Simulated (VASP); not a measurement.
Set up this calculation in VASP 6.6.1, as the native input.

```yaml
Task: single point
Functional: PBE
Potentials_or_basis: VASP PAW PBE potentials, release 64 (Hf_pv, O)
Cutoff: 600 eV
k_mesh: 6 × 6 × 6
Occupations: gaussian, width 0.01 eV
Spin: no spin polarisation
Dipole_correction: no
Further_INCAR_settings: ALGO = Normal; EDIFF = 1e-06; NBANDS = 18
```

The structure of HfO2 lies in POSCAR:

```
HfO2
1.0
    0.0000000000      2.5291822925      2.5291822925
    2.5291822925      0.0000000000      2.5291822925
    2.5291822925      2.5291822925      0.0000000000
Hf O
1 2
Direct
    0.0000000000      0.0000000000      0.0000000000
    0.2500000000      0.2500000000      0.2500000000
    0.7500000000      0.7500000000      0.7500000000
```

One way to write it, as run:

INCAR

```
  PREC = Accurate
  ENCUT = 600
  EDIFF = 1E-6
  ISMEAR = 0
  SIGMA = 0.01
  LREAL = F
  LASPH = T
  NELM = 120
  ALGO = Normal
  ISIF = 2
  LWAVE = F
  LCHARG = F
  GGA = PE
  NBANDS = 18
  GGA_COMPAT = F
```

KPOINTS

```
Automatic mesh
0
Gamma
  6 6 6
```

Potentials or basis: VASP PAW PBE potentials, release 64 (Hf_pv, O).

Run with:

```console
$ cat potpaw_PBE.64/Hf_pv/POTCAR potpaw_PBE.64/O/POTCAR > POTCAR
$ mpirun -np 1 vasp_std > vasp.out
```

It gave:

```
Pressure               : 1.9 GPa
Band gap on the k mesh : 3.82 eV
```

Caveat: spin-orbit coupling is left out, which moves the levels of the heavy elements.

Run time: 15 s on 1 thread of AMD EPYC 7R43 64-Core Processor (Zen 3) (shared host), peak memory 0.14 GiB.
